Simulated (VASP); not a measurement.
# C5N in VASP: notebook

The runs below take C5N through single point, with PBE+D3(BJ).

Program: VASP 6.6.1. These are calculated values, not measurements. Logs are shortened: lines on timing, memory, paths and dates and some standing lists are left out, and cuts for length are marked.

### Step 1. The cell of the first run

The cell holds a slab with vacuum, 12 atoms: a = 3.647 Å, b = 4.269 Å, c = 23.131 Å, α = 90.00°, β = 90.00°, γ = 112.97°.

### Step 2. Single point, PBE+D3(BJ)

INCAR reads:

```
ALGO = Normal ; DIPOL = 0.5 0.5 0.319
EDIFF = 1E-6 ; ENCUT = 520
GGA = PE ; IDIPOL = 3
ISIF = 2 ; ISMEAR = 0
IVDW = 12 ; LASPH = True
LCHARG = True ; LDIPOL = True
LELF = True ; LREAL = False
LVACPOTAV = True ; LVHAR = True
LWAVE = False ; NBANDS = 37
NELM = 60 ; PREC = Accurate
SIGMA = 0.05
```

KPOINTS reads:

```
k-points
0
Gamma
  8 7 1
```

POSCAR reads:

```
C5N
1.0
    3.6473242087      0.0000000000      0.0000000000
   -1.6658829526      3.9310150920      0.0000000000
    0.0000000000      0.0000000000     23.1309581756
C N
10 2
Direct
    0.5001799340      0.3333933113      0.1729284178
    0.4998200660      0.6666066887      0.1729284178
    0.5001799340      0.8333933113      0.2262110668
    0.4998200660      0.1666066887      0.2262110668
    0.5000212336      0.3353169660      0.2794744906
    0.4999787664      0.6646830340      0.2794744906
    0.5001286265      0.8366480411      0.3329734377
    0.4998713735      0.1633519589      0.3329734377
    0.4997623706      0.3544335280      0.3817809063
    0.5002376294      0.6455664720      0.3817809063
    0.4997623706      0.3544335280      0.4985075883
    0.4997623706      0.3544335280      0.5460629032
```

Potentials or basis: VASP PAW PBE potentials, release 64 (C, N).

Command:

```bash
$ cat potpaw_PBE.64/C/POTCAR potpaw_PBE.64/N/POTCAR > POTCAR
$ mpirun -np 1 vasp_std > vasp.out
```

OUTCAR:

```text
EDIFF = 1E-6
   ENCUT = 520
   GGA = PE
   ISIF = 2
   ISMEAR = 0
   IVDW = 12
   LASPH = True
   LREAL = False
   NELM = 60
   PREC = Accurate
 IVDW          = 12

 ion  position               nearest neighbor table
   1  0.500  0.333  0.173-   2 1.42   4 1.42
   2  0.500  0.667  0.173-   1 1.42   3 1.42
   3  0.500  0.833  0.226-   4 1.42   2 1.42   6 1.43
   4  0.500  0.167  0.226-   3 1.42   1 1.42   5 1.43
   5  0.500  0.335  0.279-   6 1.41   4 1.43   8 1.44
   6  0.500  0.665  0.279-   5 1.41   3 1.43   7 1.44
   7  0.500  0.837  0.333-  10 1.39   8 1.40   6 1.44
   8  0.500  0.163  0.333-   9 1.39   7 1.40   5 1.44
   9  0.500  0.354  0.382-  10 1.24   8 1.39
  10  0.500  0.646  0.382-   9 1.24   7 1.39
  11  0.500  0.354  0.499-  12 1.10
  12  0.500  0.354  0.546-  11 1.10

  LATTYP: Found a simple monoclinic cell.
 ALAT       =     3.6473242087
 B/A-ratio  =     6.3418980195
 C/A-ratio  =     1.1705654048
 COS(beta)  =    -0.3901884683

  Lattice vectors:

 A1 = (   3.6473242087,   0.0000000000,   0.0000000000)
 A2 = (   0.0000000000,   0.0000000000, -23.1309581756)
 A3 = (  -1.6658829526,   3.9310150920,   0.0000000000)

Analysis of symmetry for initial positions (statically):
=====================================================================
 Subroutine PRICEL returns:
 Original cell was already a primitive cell.

 Routine SETGRP: Setting up the symmetry group for a
 simple monoclinic supercell.

 Subroutine GETGRP returns: Found  1 space group operations
 (whereof  1 operations were pure point group operations)
 out of a pool of  4 trial point group operations.

The static configuration has the point symmetry C_1 .

Analysis of symmetry for dynamics (positions and initial velocities):
=====================================================================
 Subroutine PRICEL returns:
 Original cell was already a primitive cell.

 Routine SETGRP: Setting up the symmetry group for a
 simple monoclinic supercell.

 Subroutine GETGRP returns: Found  1 space group operations
 (whereof  1 operations were pure point group operations)
 out of a pool of  4 trial point group operations.

The dynamic configuration has the point symmetry C_1 .

 Subroutine INISYM returns: Found  1 space group operations
 (whereof  1 operations are pure point group operations),
 and found     1 'primitive' translations

----------------------------------------------------------------------------------------

                                     Primitive cell

  volume of cell :     331.6444

  direct lattice vectors                    reciprocal lattice vectors
     3.647324209  0.000000000  0.000000000     0.274173598  0.116189104  0.000000000
    -1.665882953  3.931015092  0.000000000     0.000000000  0.254387220  0.000000000
     0.000000000  0.000000000 23.130958176     0.000000000  0.000000000  0.043232104

  length of vectors
     3.647324209  4.269431539 23.130958176     0.297776879  0.254387220  0.043232104

  position of ions in fractional coordinates (direct lattice)
     0.500179934  0.333393311  0.172928418
     0.499820066  0.666606689  0.172928418
     0.500179934  0.833393311  0.226211067
     0.499820066  0.166606689  0.226211067
     0.500021234  0.335316966  0.279474491
     0.499978766  0.664683034  0.279474491
     0.500128627  0.836648041  0.332973438
     0.499871373  0.163351959  0.332973438
     0.499762371  0.354433528  0.381780906
     0.500237629  0.645566472  0.381780906
     0.499762371  0.354433528  0.498507588
     0.499762371  0.354433528  0.546062903

  ion indices of the primitive-cell ions
   primitive index   ion index
                 1           1
                 2           2
                 3           3
                 4           4
                 5           5
                 6           6
                 7           7
                 8           8
                 9           9
                10          10
                11          11
                12          12

----------------------------------------------------------------------------------------

 KPOINTS: k-points

Automatic generation of k-mesh.
 Grid dimensions read from file:
 generate k-points for:    8    7    1

 Generating k-lattice:

  Cartesian coordinates                     Fractional coordinates (reciprocal lattice)
     0.034271700  0.014523638  0.000000000     0.125000000 -0.000000000  0.000000000
     0.000000000  0.036341031  0.000000000     0.000000000  0.142857143  0.000000000
     0.000000000  0.000000000  0.043232104     0.000000000  0.000000000  1.000000000

  Length of vectors
     0.037222110  0.036341031  0.043232104

  Shift w.r.t. Gamma in fractional coordinates (k-lattice)
     0.000000000  0.000000000  0.000000000

 Subroutine IBZKPT returns following result:
 ===========================================

 Found     29 irreducible k-points:

 Following reciprocal coordinates:
            Coordinates               Weight
  0.000000  0.000000  0.000000      1.000000
  0.125000  0.000000  0.000000      2.000000
  0.250000  0.000000  0.000000      2.000000
  0.375000  0.000000  0.000000      2.000000
  0.500000  0.000000  0.000000      1.000000
  0.000000  0.142857  0.000000      2.000000
[... 16 lines left out ...]
  0.125000  0.428571  0.000000      2.000000
  0.250000  0.428571  0.000000      2.000000
 [... further k-points ...]
   k-points           NKPTS =     29   k-points in BZ     NKDIM =     29   number of bands    NBANDS=     37
   number of dos      NEDOS =    301   number of ions     NIONS =     12
   total plane-waves  NPLWV = 161280
   dimension x,y,z NGX =    28 NGY =   32 NGZ =  180
   dimension x,y,z NGXF=    56 NGYF=   64 NGZF=  360
   ions per type =              10   2
   NGX,Y,Z   is equivalent  to a cutoff of  12.76, 12.46, 12.94 a.u.
   NGXF,Y,Z  is equivalent  to a cutoff of  25.52, 24.92, 25.87 a.u.
 SYSTEM =  unknown system
   PREC   = accura    normal or accurate (medium, high low for compatibility)
   ISTART =      0    job   : 0-new  1-cont  2-samecut
   ICHARG =      2    charge: 1-file 2-atom 10-const
   ISPIN  =      1    spin polarized calculation?
   LNONCOLLINEAR =      F non collinear calculations
   LSORBIT =      F    spin-orbit coupling
   LASPH  =      T    aspherical Exc in radial PAW
   ENCUT  =  520.0 eV  38.22 Ry    6.18 a.u.   6.78  7.94 43.01*2*pi/ulx,y,z
   NELM   =     60;   NELMIN=  2; NELMDL= -5     # of ELM steps
   EDIFF  = 0.1E-05   stopping-criterion for ELM
   LREAL  =      F    real-space projection
   EDIFFG = 0.1E-04   stopping-criterion for IOM
   NSW    =      0    number of steps for IOM
   IBRION =     -1    ionic relax: 0-MD 1-quasi-New 2-CG
   NFREE  =      0    steps in history (QN), initial steepest desc. (CG)
   ISIF   =      2    stress and relaxation
   ISYM   =      2    0-nonsym 1-usesym 2-fastsym
   POTIM  = 0.5000    time-step for ionic-motion
   TEBEG  =    0.0;   TEEND  =   0.0 temperature during run
   PSTRESS=    0.0 pullay stress
   NELECT =      50.0000    total number of electrons
   NUPDOWN=      -1.0000    fix difference up-down
   EMIN   =  10.00;   EMAX   =-10.00  energy-range for DOS
   EFERMI =   0.00;   METHOD = LEGACY
   ISMEAR =     0;   SIGMA  =   0.05  broadening in eV -4-tet -1-fermi 0-gaus
   EFERMI_NEDOS =   21; number of points for ismear=-14 and -15
   IALGO  =     38    algorithm
   IMIX   =      4    mixing-type and parameters
     AMIX     =   0.40;   BMIX     =  1.00
     AMIX_MAG =   1.60;   BMIX_MAG =  1.00
  volume/ion in A,a.u.               =      27.64       186.50
  Fermi-wavevector in a.u.,A,eV,Ry     =   0.871312  1.646542 10.329345  0.759185
  Thomas-Fermi vector in A             =   1.990402
   LORBIT       =      0    0 simple, 1 ext, 2 COOP (PROOUT), +10 PAW based schemes
   GGA     = PE    functional components
   LHFCALC =     F    Hartree Fock is set to
   AEXX    =    0.0000 exact exchange contribution
   IVDW    =    12    specifies the selected vdW correction
   LEPSILON=     F    determine dielectric tensor
   LRPA    =     F    only Hartree local field effects (RPA)
 non-spin polarized calculation
 Gauss-broadening in eV      SIGMA  =   0.05
  energy-cutoff  :      520.00
  volume of cell :      331.64
 maximum number of plane-waves:      8966
   NGX = 13   NGY = 15   NGZ = 87

 dipolmoment           0.000000      0.000000      0.019227 electrons x Angstroem

 number of electron      49.9999997 magnetization

 dipolmoment           0.000000      0.000000     -0.092190 electrons x Angstroem

 Free energy of the ion-electron system (eV)
  ---------------------------------------------------
  ext. energy  EPLUGINS =         0.00000000
  ---------------------------------------------------
  free energy    TOTEN  =       -98.91210495 eV

  energy without entropy =      -98.90884593  energy(sigma->0) =      -98.91047544

 E-fermi :  -2.7146     XC(G=0):  -4.3568

 val. band max:       -2.7176580005   @ k =  -0.1250   0.4286   0.0000
 cond. band min:      -2.6531133413   @ k =  -0.2500   0.4286   0.0000
 fundamental gap:      0.0645446592
 Fermi energy:        -2.7146144977

 k-point     1 :       0.0000    0.0000    0.0000
  band No.  band energies     occupation
      1     -26.1043      2.00000
      2     -21.4154      2.00000
      3     -19.5722      2.00000
      4     -16.8672      2.00000
      5     -15.9954      2.00000
      6     -15.3948      2.00000
[... 29 lines left out ...]
     36       3.4218      0.00000
     37       4.0762      0.00000
[... 918 lines left out ...]
     36       5.3227      0.00000
     37       5.4245      0.00000

 [... further k-points ...]

------------------------ aborting loop because EDIFF is reached ----------------------------------------

 Edisp (eV)   -1.30158

 E8    (eV) :    -0.3792

  FORCE on cell =-STRESS in cart. coord.  units (eV):
  Direction    XX          YY          ZZ          XY          YZ          ZX
  --------------------------------------------------------------------------------------
  -------------------------------------------------------------------------------------
  Total      -0.00142    -1.51964     1.79640     0.57516    -0.31711     0.13619
  in kB      -0.00687    -7.34138     8.67843     2.77862    -1.53197     0.65794
  external pressure =        0.44 kB  Pullay stress =        0.00 kB

 VOLUME and BASIS-vectors are now :
 -----------------------------------------------------------------------------
  energy-cutoff  :      520.00
  volume of cell :      331.64
      direct lattice vectors                 reciprocal lattice vectors
     3.647324209  0.000000000  0.000000000     0.274173598  0.116189104  0.000000000
    -1.665882953  3.931015092  0.000000000     0.000000000  0.254387220  0.000000000
     0.000000000  0.000000000 23.130958176     0.000000000  0.000000000  0.043232104

 POSITION                                       TOTAL-FORCE (eV/Angst)
 -----------------------------------------------------------------------------------
      1.26892      1.31057      4.00000        -2.627697      6.149582      1.134330
      0.71252      2.62044      4.00000         2.628114     -6.150059      1.134050
      0.43598      3.27608      5.23248        -0.155593      0.372402     -1.178576
      1.54546      0.65493      5.23248         0.162717     -0.389676     -1.175066
      1.26514      1.31814      6.46451        -0.001833      0.013120     -0.002801
      0.71630      2.61288      6.46451        -0.021601      0.042050     -0.025295
      0.43037      3.28888      7.70199         0.035466     -0.083369     -0.077862
      1.55107      0.64214      7.70199         0.028635     -0.066236      0.042905
      1.23235      1.39328      8.83096        -0.030886      0.067177     -0.478284
      0.74909      2.53773      8.83096        -0.092167      0.218957     -0.063250
      1.23235      1.39328     11.53096         0.094242     -0.219187     -1.556540
      1.23235      1.39328     12.63096        -0.019396      0.045241      2.246390
 -----------------------------------------------------------------------------------
    total drift:                               -0.000014      0.000033     -0.000051

  FREE ENERGIE OF THE ION-ELECTRON SYSTEM (eV)
  ---------------------------------------------------
  free  energy   TOTEN  =      -100.2136882722 eV

  energy  without entropy=     -100.2104292494  energy(sigma->0) =     -100.21205876

 vacuum level on the upper side and lower side of the slab         2.663         3.825
```

It took 4.7 min on 1 thread of Intel Xeon 6975P-C (Granite Rapids), shared host; peak memory 0.56 GiB.

What came out:

```
Free energy                : -100.2137 eV
Largest force              : 6.784 eV/Å
Band gap on the k mesh     : zero (bands 25 and 26 overlap by 0.75 eV)
Dispersion energy per atom : -0.108 eV
```

Forces on the atoms (eV/Å):
```
C   -2.628  6.150  1.134
C    2.628 -6.150  1.134
C   -0.156  0.372 -1.179
C    0.163 -0.390 -1.175
C   -0.002  0.013 -0.003
C   -0.022  0.042 -0.025
C    0.035 -0.083 -0.078
C    0.029 -0.066  0.043
C   -0.031  0.067 -0.478
C   -0.092  0.219 -0.063
N    0.094 -0.219 -1.557
N   -0.019  0.045  2.246
```

Caveat: the standard files for N, O and F lose accuracy on very short bonds.

### Step 3. Single point, PBE+D3(BJ)

INCAR reads:

```
ALGO     = Normal         # electronic algorithm
DIPOL    = 0.5 0.5 0.319
EDIFF    = 1E-7           # SCF threshold, eV
ENCUT    = 520            # plane-wave cutoff, eV
GGA      = PE             # functional
IDIPOL   = 3            
ISIF     = 2              # what is computed and relaxed
ISMEAR   = 0              # smearing method
IVDW     = 12             # dispersion correction
LASPH    = T              # aspherical terms in the spheres
LCHARG   = T              # write CHGCAR
LDIPOL   = T            
LELF     = T              # ELF
LREAL    = F              # projectors in reciprocal space
LVACPOTAV= T            
LVHAR    = T            
LWAVE    = F              # write WAVECAR
NBANDS   = 37             # bands
NELM     = 60             # most SCF steps
PREC     = Accurate       # precision mode
SIGMA    = 0.05           # smearing width, eV
```

KPOINTS is that of step 2.

POSCAR, as its differences from that of step 2:

```diff
@@ -18,3 +18,3 @@
     0.5002376294      0.6455664720      0.3817809063
-    0.4997623706      0.3544335280      0.4985075883
-    0.4997623706      0.3544335280      0.5460629032
+    0.4997623706      0.8544335280      0.4985075883
+    0.4997623706      0.8544335280      0.5460629032
```

Potentials or basis: VASP PAW PBE potentials, release 64 (C, N).

Command:

```bash
$ cat potpaw_PBE.64/C/POTCAR potpaw_PBE.64/N/POTCAR > POTCAR
$ mpirun -np 1 vasp_std > vasp.out
```

It took 5.6 min on 1 thread of Intel Xeon 6975P-C (Granite Rapids), shared host; peak memory 0.55 GiB.

It converged, with:

```yaml
Free_energy: -100.3728 eV
Largest_force: 6.778 eV/Å
Band_gap_on_the_k_mesh: zero (bands 25 and 26 overlap by 0.71 eV)
Dispersion_energy_per_atom: -0.109 eV
```

Forces in eV/Å, atoms in the order of the input:
```
C   -2.628  6.145  1.133
C    2.628 -6.144  1.132
C   -0.167  0.394 -1.172
C    0.162 -0.382 -1.175
C    0.018 -0.031 -0.006
C   -0.001 -0.008  0.011
C   -0.041  0.094  0.071
C   -0.006  0.015 -0.035
C    0.022 -0.048  0.113
C    0.062 -0.145 -0.265
N   -0.062  0.145 -1.980
N    0.015 -0.034  2.173
```

Levels at points of the mesh, in eV from the Fermi level:
```tsv
k point	band 22	band 23	band 24	band 25	band 26	band 27	band 28	band 29
(0.00, 0.00, 0.00)	-1.48	-1.39	-1.35	0.60	0.66	1.24	1.73	2.15
(0.50, 0.00, 0.00)	-1.66	-1.08	-0.77	0.05	1.10	1.28	1.91	2.00
```

Caveat: the standard files for N, O and F lose accuracy on very short bonds.

(Part 1 of 3 ends here.)

The gap in the log of VASP goes by the Fermi energy; the results here count the filled bands.